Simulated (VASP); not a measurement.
# C: single point with PBEsol

The system is C.

```
CELL_PARAMETERS angstrom
1.22946 0.70983 3.59810
-1.22946 0.70983 3.59810
0.00000 -1.41965 3.59810
ATOMIC_POSITIONS crystal
C 0.16664 0.16664 0.16664
C 0.83336 0.83336 0.83336
```

- Program: VASP 6.6.1
- Task: single point
- Functional: PBEsol
- Potentials or basis: VASP PAW PBE potentials, release 64 (C)
- Cutoff: 520 eV
- k mesh: 18 × 18 × 18
- Occupations: gaussian, width 0.02 eV
- Spin: no spin polarisation

- Pressure: 0.6 GPa

Stress tensor (GPa, compression positive):
```
 0.96  0.00  0.00
 0.00  0.96  0.00
 0.00  0.00 -0.05
```

Run time: 6 min on 1 thread of Intel Xeon 8259CL (shared host), peak memory 0.23 GiB.

Caveat: this functional lacks dispersion, which binds layers or chains, so the pressure and a relaxed spacing across them are unreliable; the PAW data sets were made with another functional, which shifts forces and pressure a little.
